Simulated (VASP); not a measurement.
# CO2 (Pa-3) in VASP: a series of runs

Runs on CO2. Level: PBEsol. Tasks: single point.

Everything below comes from runs of VASP 6.6.1. Logs are shortened: lines on timing, memory, paths and dates and some standing lists are left out, and cuts for length are marked.

### 1 The cell of the first run

Symmetry: Pa-3, No. 205, cubic system. The conventional cell has a = 5.235 Å, b = 5.235 Å, c = 5.235 Å, α = 90.00°, β = 90.00°, γ = 90.00°. C (site symmetry -3) has 2 O at 1.16 Å within 1.6 Å. O (site symmetry 3) has 1 C at 1.16 Å within 1.6 Å.

### 2 Single point, PBEsol

INCAR

```
PREC     = Accurate       # precision mode
ENCUT    = 520            # plane-wave cutoff, eV
EDIFF    = 1E-7           # SCF threshold, eV
ISMEAR   = 0              # smearing method
SIGMA    = 0.1            # smearing width, eV
LREAL    = F              # projectors in reciprocal space
LASPH    = T              # aspherical terms in the spheres
NELM     = 60             # most SCF steps
ALGO     = Normal         # electronic algorithm
ISIF     = 2              # what is computed and relaxed
LWAVE    = F              # write WAVECAR
LCHARG   = F              # write CHGCAR
GGA      = PS             # functional
NBANDS   = 44             # bands
```

KPOINTS

```
regular mesh
0
Gamma
  4 4 4
```

POSCAR

```
CO2
1.0
    5.2353884503      0.0000000000      0.0000000000
    0.0000000000      5.2353884503      0.0000000000
    0.0000000000      0.0000000000      5.2353884503
C O
4 8
Direct
    0.0000000000      0.0000000000      0.0000000000
    0.5000000000      0.0000000000      0.5000000000
    0.5000000000      0.5000000000      0.0000000000
    0.0000000000      0.5000000000      0.5000000000
    0.1284144826      0.1284144826      0.1284144826
    0.3715855174      0.8715855174      0.6284144826
    0.6284144826      0.3715855174      0.8715855174
    0.8715855174      0.6284144826      0.3715855174
    0.8715855174      0.8715855174      0.8715855174
    0.6284144826      0.1284144826      0.3715855174
    0.3715855174      0.6284144826      0.1284144826
    0.1284144826      0.3715855174      0.6284144826
```

Potentials or basis: VASP PAW PBE potentials, release 64 (C, O).

The run is started by

```bash
$ cat potpaw_PBE.64/C/POTCAR potpaw_PBE.64/O/POTCAR > POTCAR
$ mpirun -np 1 vasp_std > vasp.out
```

OUTCAR:

```text
PREC = Accurate
   ENCUT = 520
   EDIFF = 1E-7
   ISMEAR = 0
   LREAL = F
   LASPH = T
   NELM = 60
   ISIF = 2
   GGA = PS

 ion  position               nearest neighbor table
   1  0.000  0.000  0.000-   5 1.16   9 1.16
   2  0.500  0.000  0.500-   6 1.16  10 1.16
   3  0.500  0.500  0.000-   7 1.16  11 1.16
   4  0.000  0.500  0.500-   8 1.16  12 1.16
   5  0.128  0.128  0.128-   1 1.16
   6  0.372  0.872  0.628-   2 1.16
   7  0.628  0.372  0.872-   3 1.16
   8  0.872  0.628  0.372-   4 1.16
   9  0.872  0.872  0.872-   1 1.16
  10  0.628  0.128  0.372-   2 1.16
  11  0.372  0.628  0.128-   3 1.16
  12  0.128  0.372  0.628-   4 1.16

  LATTYP: Found a simple cubic cell.
 ALAT       =     5.2353884503

  Lattice vectors:

 A1 = (   5.2353884503,   0.0000000000,   0.0000000000)
 A2 = (   0.0000000000,   5.2353884503,   0.0000000000)
 A3 = (   0.0000000000,   0.0000000000,   5.2353884503)

Analysis of symmetry for initial positions (statically):
=====================================================================
 Subroutine PRICEL returns:
 Original cell was already a primitive cell.

 Routine SETGRP: Setting up the symmetry group for a
 simple cubic supercell.

 Subroutine GETGRP returns: Found 24 space group operations
 (whereof  6 operations were pure point group operations)
 out of a pool of 48 trial point group operations.

The static configuration has the point symmetry S_6 .
 The point group associated with its full space group is T_h .

Analysis of symmetry for dynamics (positions and initial velocities):
=====================================================================
 Subroutine PRICEL returns:
 Original cell was already a primitive cell.

 Routine SETGRP: Setting up the symmetry group for a
 simple cubic supercell.

 Subroutine GETGRP returns: Found 24 space group operations
 (whereof  6 operations were pure point group operations)
 out of a pool of 48 trial point group operations.

The dynamic configuration has the point symmetry S_6 .
 The point group associated with its full space group is T_h .

[... 107 lines left out ...]
   NSW    =      0    number of steps for IOM
   IBRION =     -1    ionic relax: 0-MD 1-quasi-New 2-CG
   NFREE  =      0    steps in history (QN), initial steepest desc. (CG)
   ISIF   =      2    stress and relaxation
   ISYM   =      2    0-nonsym 1-usesym 2-fastsym
   POTIM  = 0.5000    time-step for ionic-motion
   TEBEG  =    0.0;   TEEND  =   0.0 temperature during run
   PSTRESS=    0.0 pullay stress
   NELECT =      64.0000    total number of electrons
   NUPDOWN=      -1.0000    fix difference up-down
   EMIN   =  10.00;   EMAX   =-10.00  energy-range for DOS
   EFERMI =   0.00;   METHOD = LEGACY
   ISMEAR =     0;   SIGMA  =   0.10  broadening in eV -4-tet -1-fermi 0-gaus
   EFERMI_NEDOS =   21; number of points for ismear=-14 and -15
   IALGO  =     38    algorithm
   IMIX   =      4    mixing-type and parameters
     AMIX     =   0.40;   BMIX     =  1.00
     AMIX_MAG =   1.60;   BMIX_MAG =  1.00
  volume/ion in A,a.u.               =      11.96        80.70
  Fermi-wavevector in a.u.,A,eV,Ry     =   1.250794  2.363659 21.286131  1.564487
  Thomas-Fermi vector in A             =   2.384772
   LORBIT       =      0    0 simple, 1 ext, 2 COOP (PROOUT), +10 PAW based schemes
   GGA     = PS    functional components
   LHFCALC =     F    Hartree Fock is set to
   AEXX    =    0.0000 exact exchange contribution
   IVDW    =     0    specifies the selected vdW correction
   LEPSILON=     F    determine dielectric tensor
   LRPA    =     F    only Hartree local field effects (RPA)
 non-spin polarized calculation
 Gauss-broadening in eV      SIGMA  =   0.10
  energy-cutoff  :      520.00
  volume of cell :      143.50
 maximum number of plane-waves:      3912
 NGX is ok and might be reduce to    40
   NGX = 19   NGY = 19   NGZ = 19

 number of electron      63.9999997 magnetization

 Free energy of the ion-electron system (eV)
  ---------------------------------------------------
  ext. energy  EPLUGINS =         0.00000000
  ---------------------------------------------------
  free energy    TOTEN  =       -94.97288278 eV

  energy without entropy =      -94.97288278  energy(sigma->0) =      -94.97288278

 E-fermi :  -1.8219     XC(G=0):  -9.0943

 val. band max:       -2.3077762039   @ k =   0.0000   0.0000   0.0000
 cond. band min:       4.6330866612   @ k =   0.0000   0.0000   0.0000
 fundamental gap:      6.9408628651
 Fermi energy:        -1.8219456898

 k-point     1 :       0.0000    0.0000    0.0000
  band No.  band energies     occupation
      1     -23.2391      2.00000
      2     -22.7972      2.00000
      3     -22.7972      2.00000
      4     -22.7972      2.00000
      5     -21.9519      2.00000
      6     -21.9519      2.00000
[... 506 lines left out ...]
     43       7.7436      0.00000
     44       7.7436      0.00000

------------------------ aborting loop because EDIFF is reached ----------------------------------------

  FORCE on cell =-STRESS in cart. coord.  units (eV):
  Direction    XX          YY          ZZ          XY          YZ          ZX
  --------------------------------------------------------------------------------------
  -------------------------------------------------------------------------------------
  Total        5.0007247      5.0007247      5.0007247     -0.0000000     -0.0000000     -0.0000000
  in kB       55.8337497     55.8337497     55.8337497     -0.0000000     -0.0000000     -0.0000000
  external PRESSURE =      55.8337497 kB  Pullay stress =       0.0000000 kB

 VOLUME and BASIS-vectors are now :
 -----------------------------------------------------------------------------
  energy-cutoff  :      520.00
  volume of cell :      143.50
      direct lattice vectors                 reciprocal lattice vectors
     5.235388450  0.000000000  0.000000000     0.191007794  0.000000000  0.000000000
     0.000000000  5.235388450  0.000000000     0.000000000  0.191007794  0.000000000
     0.000000000  0.000000000  5.235388450     0.000000000  0.000000000  0.191007794

 POSITION                                       TOTAL-FORCE (eV/Angst)
 -----------------------------------------------------------------------------------
      0.00000      0.00000      0.00000         0.000000      0.000000     -0.000000
      2.61769      0.00000      2.61769         0.000000      0.000000     -0.000000
      2.61769      2.61769      0.00000         0.000000      0.000000     -0.000000
      0.00000      2.61769      2.61769         0.000000      0.000000     -0.000000
      0.67230      0.67230      0.67230         0.418488      0.418488      0.418488
      1.94539      4.56309      3.28999        -0.418488     -0.418488      0.418488
      3.28999      1.94539      4.56309         0.418488     -0.418488     -0.418488
      4.56309      3.28999      1.94539        -0.418488      0.418488     -0.418488
      4.56309      4.56309      4.56309        -0.418488     -0.418488     -0.418488
      3.28999      0.67230      1.94539         0.418488      0.418488     -0.418488
      1.94539      3.28999      0.67230        -0.418488      0.418488      0.418488
      0.67230      1.94539      3.28999         0.418488     -0.418488      0.418488
 -----------------------------------------------------------------------------------
    total drift:                               -0.000000     -0.000000      0.000000

  FREE ENERGIE OF THE ION-ELECTRON SYSTEM (eV)
  ---------------------------------------------------
  free  energy   TOTEN  =       -94.9728827758 eV

  energy  without entropy=      -94.9728827758  energy(sigma->0) =      -94.97288278
```

OSZICAR:

```text
N       E                     dE             d eps       ncg     rms          rms(c)
DAV:   1     0.374503620836E+03    0.37450E+03   -0.35087E+04   968   0.137E+03
DAV:   2    -0.757369795827E+02   -0.45024E+03   -0.43597E+03  1268   0.320E+02
DAV:   3    -0.100461662008E+03   -0.24725E+02   -0.24503E+02  1160   0.766E+01
DAV:   4    -0.100736991515E+03   -0.27533E+00   -0.27470E+00  1152   0.916E+00
DAV:   5    -0.100740860662E+03   -0.38691E-02   -0.38687E-02  1116   0.106E+00    0.187E+01
DAV:   6    -0.954708182447E+02    0.52700E+01   -0.14984E+01  1076   0.208E+01    0.872E+00
DAV:   7    -0.950906930108E+02    0.38013E+00   -0.75486E-01  1120   0.487E+00    0.481E+00
DAV:   8    -0.949832302096E+02    0.10746E+00   -0.54011E-01  1060   0.364E+00    0.907E-01
DAV:   9    -0.949719860554E+02    0.11244E-01   -0.44132E-02  1032   0.117E+00    0.357E-01
DAV:  10    -0.949726375257E+02   -0.65147E-03   -0.82499E-03  1136   0.408E-01    0.819E-02
DAV:  11    -0.949728333980E+02   -0.19587E-03   -0.25368E-04  1064   0.918E-02    0.349E-02
DAV:  12    -0.949728820594E+02   -0.48661E-04   -0.43413E-05  1124   0.371E-02    0.519E-03
DAV:  13    -0.949728827041E+02   -0.64472E-06   -0.38347E-06  1100   0.109E-02    0.238E-03
DAV:  14    -0.949728827758E+02   -0.71737E-07   -0.50313E-07  1088   0.406E-03
   1 F= -.94972883E+02 E0= -.94972883E+02  d E =-.133437E-12
```

Run time: 55 s. Hardware: 1 thread of Intel Xeon Platinum 8375C at 2.90GHz (Ice Lake), shared host; peak memory 0.25 GiB.

Results:

```
Free energy            : -94.9729 eV
Pressure               : 5.6 GPa
Largest force          : 0.725 eV/Å
Band gap on the k mesh : 6.94 eV, direct
```

Forces on the atoms (eV/Å):
```
C    0.000  0.000  0.000
C    0.000  0.000  0.000
C    0.000  0.000  0.000
C    0.000  0.000  0.000
O    0.418  0.418  0.418
O   -0.418 -0.418  0.418
O    0.418 -0.418 -0.418
O   -0.418  0.418 -0.418
O   -0.418 -0.418 -0.418
O    0.418  0.418 -0.418
O   -0.418  0.418  0.418
O    0.418 -0.418  0.418
```

Caveat: the PAW data sets were made with another functional, which shifts forces and pressure a little. A k mesh can miss the band edges.

### 3 Single point, PBEsol

INCAR

```
SYSTEM = CO2
  ALGO = Normal
  EDIFF = 1E-7
  ENCUT = 520
  GGA = PS
  ISIF = 2
  ISMEAR = 0
  LASPH = .True.
  LCHARG = .False.
  LREAL = .False.
  LWAVE = .False.
  NBANDS = 44
  NELM = 60
  PREC = Accurate
  SIGMA = 0.1
```

KPOINTS

```
k-points
0
Gamma
  4 4 4
  0 0 0
```

POSCAR is that of step 2.

Potentials or basis: VASP PAW PBE potentials, release 64 (C, O).

The run is started by

```bash
$ cat potpaw_PBE.64/C/POTCAR potpaw_PBE.64/O/POTCAR > POTCAR
$ mpirun -np 1 vasp_std > vasp.out
```

It took 60 s on 1 thread of Intel Xeon Platinum 8375C at 2.90GHz (Ice Lake), shared host; peak memory 0.24 GiB.

Results (log left out):

```
Free energy            : -94.9729 eV
Pressure               : 5.6 GPa
Largest force          : 0.725 eV/Å
Band gap on the k mesh : 6.94 eV, direct
```

Forces on the atoms (eV/Å):
```
C    0.000  0.000  0.000
C    0.000  0.000  0.000
C    0.000  0.000  0.000
C    0.000  0.000  0.000
O    0.418  0.418  0.418
O   -0.418 -0.418  0.418
O    0.418 -0.418 -0.418
O   -0.418  0.418 -0.418
O   -0.418 -0.418 -0.418
O    0.418  0.418 -0.418
O   -0.418  0.418  0.418
O    0.418 -0.418  0.418
```

Levels at points of the mesh, in eV from the valence-band top:
| k point | band 30 | band 31 | band 32 | band 33 | band 34 | band 35 |
| --- | --- | --- | --- | --- | --- | --- |
| (0.00, 0.00, 0.00) | -0.32 | 0.00 | 0.00 | 6.94 | 7.74 | 7.74 |
| (0.50, 0.00, 0.00) | -0.48 | -0.10 | -0.10 | 7.66 | 7.66 | 8.01 |
| (0.50, 0.50, 0.00) | -0.42 | -0.42 | -0.42 | 7.67 | 7.67 | 7.67 |
| (0.50, 0.50, 0.50) | -0.51 | -0.51 | -0.51 | 7.63 | 7.63 | 7.63 |

Caveat: the PAW data sets were made with another functional, which shifts forces and pressure a little. A k mesh can miss the band edges.
